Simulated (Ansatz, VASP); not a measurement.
MgCd2TeSe2: VASP beside Ansatz

```
Mg Cd Te Se
1.0
     5.64882    0.00000    0.00000
     0.00000    5.64882    0.00000
     0.00000    0.00000    5.66138
Mg Cd Te Se
1 2 1 2
Direct
  0.50000 0.50000 0.50000
  0.00000 0.00000 0.25825
  0.00000 0.00000 0.74175
  0.50000 0.50000 0.00000
  0.00000 0.50000 0.00000
  0.50000 0.00000 0.00000
```

Change from the starting cell: species swapped into the BaTi2As2O type (P4/mmm, No. 123).

Alike in both runs: functional PBE; k mesh 4 × 4 × 4; occupations gaussian, width 0.1 eV; no spin polarisation.

Ansatz relaxed the structure, and its values are those at the end. VASP's run is a single point on that final structure, the one shown.

```csv
,VASP,Ansatz
version,VASP 6.6.1,Ansatz 0.2.0
potentials or method,"VASP PAW PBE potentials, release 64 (Mg, Cd, Te, Se), cutoff 520 eV","scalar-relativistic, plane waves, PAW"
valence electrons in the cell,44,98
```

Ansatz gave:

```
gap on the k mesh at the Fermi level (eV) : none
pressure (GPa)                            : 0.0
rms of the force components (eV/Å)        : 0.011
```

Estimate VASP's values.

gap on the k mesh at the Fermi level (eV): none; pressure (GPa): 0.0; rms of the force components (eV/Å): 0.012.

A gap of «none» marks a metal or a gap that the smearing closes. The functional is the same, so the differences come from potentials, cutoffs and numerics. VASP's potentials hold 44 valence electrons a cell and Ansatz's 98, so a difference there can come from the potentials and not from the codes.

Neither program's run includes spin-orbit coupling.
